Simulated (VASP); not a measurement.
The system is HgTe (zinc blende type).

```
Hg Te
1.0
     0.00000    3.33000    3.33000
     3.33000    0.00000    3.33000
     3.33000    3.33000    0.00000
Hg Te
1 1
Cartesian
  0.0000 0.0000 0.0000
  1.6650 1.6650 1.6650
```

Base run:

```yaml
Program: VASP 6.6.1
Functional: r2SCAN
Potentials_or_basis: VASP PAW PBE potentials, release 64 (Hg, Te)
Cutoff: 520 eV
k_mesh: 6 × 6 × 6
Occupations: fermi-dirac, width 0.02 eV
Spin: no spin polarisation
```

Its results: band gap on the k mesh zero (filled and empty bands touch); pressure -1.3 GPa.

The run is repeated on the same cell with these changes: functional from r2SCAN to PBE. What comes out?

Band gap on the k mesh zero (filled and empty bands touch); pressure 0.0 GPa.

Caveats: spin-orbit coupling is left out, which moves the levels of the heavy elements; the PAW data sets were made with another functional, which shifts forces and pressure a little (some runs).
